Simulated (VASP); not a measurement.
A run of VASP 6.6.1 is set up as follows.

INCAR

```
ALGO = Normal ; EDIFF = 1E-6
ENCUT = 520 ; GGA = PS
ISIF = 2 ; ISMEAR = -1
LASPH = True ; LCHARG = True
LELF = True ; LREAL = False
LVHAR = True ; LWAVE = False
NBANDS = 14 ; NELM = 100
PREC = Accurate ; SIGMA = 0.05
```

The input KPOINTS:

```
k-points
0
Gamma
  9 9 9
```

Contents of POSCAR:

```
HfN
1.0
   -0.0490964400      2.4548220000      2.4548220000
    2.4548220000     -0.0490964400      2.4548220000
    2.4057255600      2.4057255600      0.0000000000
Hf N
1 1
Direct
    0.0000000000      0.0000000000      0.0000000000
    0.2500000000      0.2500000000      0.2500000000
```

Potentials or basis: VASP PAW PBE potentials, release 64 (Hf_pv, N).

Command:

```sh
$ cat potpaw_PBE.64/Hf_pv/POTCAR potpaw_PBE.64/N/POTCAR > POTCAR
$ mpirun -np 1 vasp_std > vasp.out
```

Task: Estimate the pressure.

Result: -5.5 GPa.

Task: Predict the largest force.

Result: 0.391 eV/Å.

Stress tensor (GPa, compression positive):
```
-5.49  5.59  0.00
 5.59 -5.49  0.00
 0.00  0.00 -5.65
```

Caveat: the PAW data sets were made with another functional, which shifts forces and pressure a little.
